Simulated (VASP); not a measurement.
# HgC2S2N2 (C2/m) in VASP: single point with r2SCAN

Aim: the single point of HgC2S2N2 with r2SCAN.

Everything below comes from runs of VASP 6.6.1. Logs are shortened: lines on timing, memory, paths and dates and some standing lists are left out, and cuts for length are marked.

## (1) The cell of the first run

The structure is monoclinic, space group C2/m (No. 12). Conventional cell: a = 10.843 Å, b = 4.052 Å, c = 6.569 Å, α = 90.00°, β = 95.77°, γ = 90.00°. Within 3.2 Å of Hg (site symmetry 2/m) lie 2 S at 2.42 Å and 4 N at 2.75 Å and 2 C at 3.10 Å. C (site symmetry m) has 1 N at 1.17 Å and 1 S at 1.65 Å within 1.7 Å. S (site symmetry m) has 1 C at 1.65 Å within 2.2 Å. Within 1.6 Å of N (site symmetry m) lie 1 C at 1.17 Å.

## (2) Single point, r2SCAN

File POSCAR:

```
HgC2S2N2
1.0
    5.4211813071     -2.0260615703     -0.0292906388
    5.4211813071      2.0260615703     -0.0292906388
   -0.6247373710      0.0000000000      6.5388061205
Hg C S N
1 2 2 2
Direct
    0.0000000000      0.0000000000      0.0000000000
    0.2673034824      0.2673034824      0.2168100839
    0.7326965176      0.7326965176      0.7831899161
    0.1340549145      0.1340549145      0.3182203612
    0.8659450855      0.8659450855      0.6817796388
    0.3635768755      0.3635768755      0.1509370157
    0.6364231245      0.6364231245      0.8490629843
```

File INCAR.step1:

```
  PREC = Accurate
  ENCUT = 770
  ISMEAR = 0
  SIGMA = 0.1
  LREAL = False
  LASPH = True
  NELM = 120
  NBANDS = 34
  GGA = PE
  ALGO = Normal
  EDIFF = 1E-5
  LWAVE = True
  LCHARG = False
  GGA_COMPAT = False
```

File INCAR.step2:

```
  PREC = Accurate
  ENCUT = 770
  EDIFF = 1E-6
  ISMEAR = 0
  SIGMA = 0.1
  LREAL = False
  LASPH = True
  NELM = 120
  ALGO = Normal
  ISIF = 2
  LWAVE = False
  LCHARG = False
  METAGGA = R2SCAN
  LMIXTAU = True
  NBANDS = 34
  ISTART = 1
  GGA_COMPAT = False
```

File KPOINTS:

```
regular mesh
0
Gamma
  4 4 4
```

Potentials or basis: VASP PAW PBE potentials, release 64 (Hg_sv_GW, C, S, N).

Command:

```bash
$ cat potpaw_PBE.64/Hg_sv_GW/POTCAR potpaw_PBE.64/C/POTCAR potpaw_PBE.64/S/POTCAR potpaw_PBE.64/N/POTCAR > POTCAR
$ cp INCAR.step1 INCAR
$ mpirun -np 1 vasp_std > vasp.out
$ cp INCAR.step2 INCAR
$ mpirun -np 1 vasp_std > vasp.out
```

OUTCAR:

```text
PREC = Accurate
   ENCUT = 770
   EDIFF = 1E-6
   ISMEAR = 0
   LREAL = False
   LASPH = True
   NELM = 120
   ISIF = 2
   METAGGA = R2SCAN
   ISTART = 1

 ion  position               nearest neighbor table
   1  0.000  0.000  0.000-   4 2.42   5 2.42
   2  0.267  0.267  0.217-   6 1.17   4 1.65
   3  0.733  0.733  0.783-   7 1.17   5 1.65
   4  0.134  0.134  0.318-   2 1.65   1 2.42
   5  0.866  0.866  0.682-   3 1.65   1 2.42
   6  0.364  0.364  0.151-   2 1.17
   7  0.636  0.636  0.849-   3 1.17

  LATTYP: Found a base centered monoclinic cell.
 ALAT       =    10.8425208703
 B/A-ratio  =     0.3737251871
 C/A-ratio  =     0.6058169545
 COS(beta)  =    -0.1004869550

  Lattice vectors:

 A1 = (   5.4211813071,  -2.0260615703,  -0.0292906388)
 A2 = (   5.4211813071,   2.0260615703,  -0.0292906388)
 A3 = (  -0.6247373710,   0.0000000000,   6.5388061205)

Analysis of symmetry for initial positions (statically):
=====================================================================
 Subroutine PRICEL returns:
 Original cell was already a primitive cell.

 Routine SETGRP: Setting up the symmetry group for a
 base centered monoclinic supercell.

 Subroutine GETGRP returns: Found  4 space group operations
 (whereof  4 operations were pure point group operations)
 out of a pool of  4 trial point group operations.

The static configuration has the point symmetry C_2h.

Analysis of symmetry for dynamics (positions and initial velocities):
=====================================================================
 Subroutine PRICEL returns:
 Original cell was already a primitive cell.

 Routine SETGRP: Setting up the symmetry group for a
 base centered monoclinic supercell.

 Subroutine GETGRP returns: Found  4 space group operations
 (whereof  4 operations were pure point group operations)
 out of a pool of  4 trial point group operations.

The dynamic configuration has the point symmetry C_2h.

 Subroutine INISYM returns: Found  4 space group operations
 (whereof  4 operations are pure point group operations),
 and found     1 'primitive' translations

----------------------------------------------------------------------------------------

                                     Primitive cell

  volume of cell :     143.5657

  direct lattice vectors                    reciprocal lattice vectors
     5.421181307 -2.026061570 -0.029290639     0.092278456 -0.246784208  0.008816564
     5.421181307  2.026061570 -0.029290639     0.092278456  0.246784208  0.008816564
    -0.624737371  0.000000000  6.538806121     0.000826724  0.000000000  0.153012105

  length of vectors
     5.787485654  5.787485654  6.568582972     0.263619974  0.263619974  0.153014338

  position of ions in fractional coordinates (direct lattice)
     0.000000000  0.000000000  0.000000000
     0.267303482  0.267303482  0.216810084
     0.732696518  0.732696518  0.783189916
     0.134054914  0.134054914  0.318220361
     0.865945086  0.865945086  0.681779639
     0.363576876  0.363576876  0.150937016
     0.636423124  0.636423124  0.849062984

  ion indices of the primitive-cell ions
   primitive index   ion index
                 1           1
                 2           2
                 3           3
                 4           4
                 5           5
                 6           6
                 7           7

----------------------------------------------------------------------------------------

 KPOINTS: regular mesh

Automatic generation of k-mesh.
 Grid dimensions read from file:
 generate k-points for:    4    4    4

 Generating k-lattice:

  Cartesian coordinates                     Fractional coordinates (reciprocal lattice)
     0.023069614 -0.061696052  0.002204141     0.250000000  0.000000000 -0.000000000
     0.023069614  0.061696052  0.002204141     0.000000000  0.250000000 -0.000000000
     0.000206681  0.000000000  0.038253026    -0.000000000 -0.000000000  0.250000000

  Length of vectors
     0.065904993  0.065904993  0.038253584

  Shift w.r.t. Gamma in fractional coordinates (k-lattice)
     0.000000000  0.000000000  0.000000000

 Subroutine IBZKPT returns following result:
 ===========================================

 Found     24 irreducible k-points:

 Following reciprocal coordinates:
            Coordinates               Weight
  0.000000  0.000000  0.000000      1.000000
  0.250000  0.000000  0.000000      4.000000
  0.500000  0.000000  0.000000      2.000000
  0.250000  0.250000  0.000000      2.000000
  0.500000  0.250000  0.000000      4.000000
 -0.250000  0.250000  0.000000      2.000000
[... 16 lines left out ...]
 -0.250000  0.250000  0.500000      2.000000
  0.500000  0.500000  0.500000      1.000000
   k-points           NKPTS =     24   k-points in BZ     NKDIM =     24   number of bands    NBANDS=     34
   number of dos      NEDOS =    301   number of ions     NIONS =      7
   total plane-waves  NPLWV = 174960
   dimension x,y,z NGX =    54 NGY =   54 NGZ =   60
   dimension x,y,z NGXF=   108 NGYF=  108 NGZF=  120
   ions per type =               1   2   2   2
   NGX,Y,Z   is equivalent  to a cutoff of  15.51, 15.51, 15.19 a.u.
   NGXF,Y,Z  is equivalent  to a cutoff of  31.02, 31.02, 30.37 a.u.
 SYSTEM =  unknown system
   PREC   = accura    normal or accurate (medium, high low for compatibility)
   ISTART =      1    job   : 0-new  1-cont  2-samecut
   ICHARG =      0    charge: 1-file 2-atom 10-const
   ISPIN  =      1    spin polarized calculation?
   LNONCOLLINEAR =      F non collinear calculations
   LSORBIT =      F    spin-orbit coupling
   LASPH  =      T    aspherical Exc in radial PAW
   ENCUT  =  770.0 eV  56.59 Ry    7.52 a.u.  13.09 13.09 14.86*2*pi/ulx,y,z
   NELM   =    120;   NELMIN=  2; NELMDL=  0     # of ELM steps
   EDIFF  = 0.1E-05   stopping-criterion for ELM
   LREAL  =      F    real-space projection
   EDIFFG = 0.1E-04   stopping-criterion for IOM
   NSW    =      0    number of steps for IOM
   IBRION =     -1    ionic relax: 0-MD 1-quasi-New 2-CG
   NFREE  =      0    steps in history (QN), initial steepest desc. (CG)
   ISIF   =      2    stress and relaxation
   ISYM   =      2    0-nonsym 1-usesym 2-fastsym
   POTIM  = 0.5000    time-step for ionic-motion
   TEBEG  =    0.0;   TEEND  =   0.0 temperature during run
   PSTRESS=    0.0 pullay stress
   NELECT =      50.0000    total number of electrons
   NUPDOWN=      -1.0000    fix difference up-down
   EMIN   =  10.00;   EMAX   =-10.00  energy-range for DOS
   EFERMI =   0.00;   METHOD = LEGACY
   ISMEAR =     0;   SIGMA  =   0.10  broadening in eV -4-tet -1-fermi 0-gaus
   EFERMI_NEDOS =   21; number of points for ismear=-14 and -15
   IALGO  =     38    algorithm
   IMIX   =      4    mixing-type and parameters
     AMIX     =   0.40;   BMIX     =  1.00
     AMIX_MAG =   1.60;   BMIX_MAG =  1.00
  volume/ion in A,a.u.               =      20.51       138.40
  Fermi-wavevector in a.u.,A,eV,Ry     =   1.151811  2.176607 18.050423  1.326669
  Thomas-Fermi vector in A             =   2.288466
   LORBIT       =      0    0 simple, 1 ext, 2 COOP (PROOUT), +10 PAW based schemes
   METAGGA = R2SCAN    functional components
   LHFCALC =     F    Hartree Fock is set to
   AEXX    =    0.0000 exact exchange contribution
   IVDW    =     0    specifies the selected vdW correction
   LEPSILON=     F    determine dielectric tensor
   LRPA    =     F    only Hartree local field effects (RPA)
 non-spin polarized calculation
 Gauss-broadening in eV      SIGMA  =   0.10
  energy-cutoff  :      770.00
  volume of cell :      143.57
 maximum number of plane-waves:      6984
 NGX is ok and might be reduce to    54
   NGX = 27   NGY = 27   NGZ = 29

 number of electron      50.0000000 magnetization

 Free energy of the ion-electron system (eV)
  ---------------------------------------------------
  ext. energy  EPLUGINS =         0.00000000
  ---------------------------------------------------
  free energy    TOTEN  =      -101.58006018 eV

  energy without entropy =     -101.58006018  energy(sigma->0) =     -101.58006018

 E-fermi :   0.8565     XC(G=0):  -8.7982

 val. band max:        0.2316204630   @ k =   0.5000   0.5000   0.0000
 cond. band min:       2.8755109279   @ k =   0.0000   0.0000   0.0000
 fundamental gap:      2.6438904649
 Fermi energy:         0.8565270432

 k-point     1 :       0.0000    0.0000    0.0000
  band No.  band energies     occupation
      1    -115.8023      2.00000
      2     -63.7183      2.00000
      3     -63.5397      2.00000
      4     -63.4675      2.00000
      5     -18.1590      2.00000
      6     -17.9599      2.00000
[... 26 lines left out ...]
     33       7.9344      0.00000
     34       8.1871      0.00000

 k-point     2 :       0.2500    0.0000    0.0000
  band No.  band energies     occupation
      1    -115.8023      2.00000
      2     -63.7183      2.00000
      3     -63.5397      2.00000
      4     -63.4678      2.00000
      5     -18.1092      2.00000
      6     -17.9720      2.00000
[... 26 lines left out ...]
     33       8.4429      0.00000
     34       8.6629      0.00000

 k-point     3 :       0.5000    0.0000    0.0000
  band No.  band energies     occupation
      1    -115.8023      2.00000
      2     -63.7183      2.00000
      3     -63.5397      2.00000
      4     -63.4681      2.00000
      5     -18.0230      2.00000
      6     -18.0199      2.00000
[... 26 lines left out ...]
     33       7.6979      0.00000
     34       8.7649      0.00000

 k-point     4 :       0.2500    0.2500    0.0000
  band No.  band energies     occupation
      1    -115.8023      2.00000
      2     -63.7183      2.00000
      3     -63.5397      2.00000
      4     -63.4675      2.00000
      5     -18.1428      2.00000
      6     -17.9606      2.00000
[... 26 lines left out ...]
     33       7.5085      0.00000
     34       8.2808      0.00000

 k-point     5 :       0.5000    0.2500    0.0000
  band No.  band energies     occupation
      1    -115.8023      2.00000
      2     -63.7183      2.00000
      3     -63.5397      2.00000
      4     -63.4678      2.00000
      5     -18.0932      2.00000
      6     -17.9722      2.00000
[... 621 lines left out ...]
 k-point    22 :       0.5000    0.2500    0.5000
  band No.  band energies     occupation
      1    -115.8023      2.00000
      2     -63.7183      2.00000
      3     -63.5397      2.00000
      4     -63.4678      2.00000
      5     -18.0806      2.00000
      6     -17.9845      2.00000
[... 26 lines left out ...]
     33       8.0132      0.00000
     34       8.6238      0.00000

 k-point    23 :      -0.2500    0.2500    0.5000
  band No.  band energies     occupation
      1    -115.8023      2.00000
      2     -63.7183      2.00000
      3     -63.5397      2.00000
      4     -63.4681      2.00000
      5     -18.0234      2.00000
      6     -18.0191      2.00000
[... 26 lines left out ...]
     33       8.0751      0.00000
     34       8.2563      0.00000

 k-point    24 :       0.5000    0.5000    0.5000
  band No.  band energies     occupation
      1    -115.8023      2.00000
      2     -63.7183      2.00000
      3     -63.5397      2.00000
      4     -63.4675      2.00000
      5     -18.1088      2.00000
      6     -17.9789      2.00000
[... 26 lines left out ...]
     33       7.6389      0.00000
     34       8.3484      0.00000

------------------------ aborting loop because EDIFF is reached ----------------------------------------

  FORCE on cell =-STRESS in cart. coord.  units (eV):
  Direction    XX          YY          ZZ          XY          YZ          ZX
  --------------------------------------------------------------------------------------
  -------------------------------------------------------------------------------------
  Total        0.4171209     -0.0600035     -0.0988553      0.0000000      0.0000000     -0.2678469
  in kB        4.6550225     -0.6696328     -1.1032137      0.0000000      0.0000000     -2.9891415
  external PRESSURE =       0.9607253 kB  Pullay stress =       0.0000000 kB

 VOLUME and BASIS-vectors are now :
 -----------------------------------------------------------------------------
  energy-cutoff  :      770.00
  volume of cell :      143.57
      direct lattice vectors                 reciprocal lattice vectors
     5.421181307 -2.026061570 -0.029290639     0.092278456 -0.246784208  0.008816564
     5.421181307  2.026061570 -0.029290639     0.092278456  0.246784208  0.008816564
    -0.624737371  0.000000000  6.538806121     0.000826724  0.000000000  0.153012105

 POSITION                                       TOTAL-FORCE (eV/Angst)
 -----------------------------------------------------------------------------------
      0.00000      0.00000      0.00000        -0.000000      0.000000      0.000000
      2.76275      0.00000      1.40202        -0.612021     -0.000000      0.249507
      7.45487      0.00000      5.07820         0.612021     -0.000000     -0.249507
      1.25467      0.00000      2.07293         0.138523     -0.000000     -0.096664
      8.96296      0.00000      4.40730        -0.138523     -0.000000      0.096664
      3.84774      0.00000      0.96565         0.457679     -0.000000     -0.179592
      6.36989      0.00000      5.51458        -0.457679     -0.000000      0.179592
 -----------------------------------------------------------------------------------
    total drift:                               -0.000000     -0.000000     -0.000000

  FREE ENERGIE OF THE ION-ELECTRON SYSTEM (eV)
  ---------------------------------------------------
  free  energy   TOTEN  =      -101.5800601801 eV

  energy  without entropy=     -101.5800601801  energy(sigma->0) =     -101.58006018
```

Run time: 21 min. Hardware: 1 thread of Intel Xeon Platinum 8259CL at 2.50GHz (Skylake/Cascade Lake), shared host; peak memory 0.63 GiB.

Results:

- Free energy: -101.5801 eV
- Pressure: 0.1 GPa
- Largest force: 0.661 eV/Å
- Band gap on the k mesh: 2.64 eV (least direct gap 2.79 eV)

Forces in eV/Å, atoms in the order of the input:
```
Hg   0.000  0.000  0.000
C   -0.612  0.000  0.250
C    0.612  0.000 -0.250
S    0.139  0.000 -0.097
S   -0.139  0.000  0.097
N    0.458  0.000 -0.180
N   -0.458  0.000  0.180
```

Stress tensor (GPa, compression positive):
```
 0.47  0.00 -0.30
 0.00 -0.07  0.00
-0.30  0.00 -0.11
```

Caveat: the PAW data sets were made with another functional, which shifts forces and pressure a little; spin-orbit coupling is left out, which moves the levels of the heavy elements.
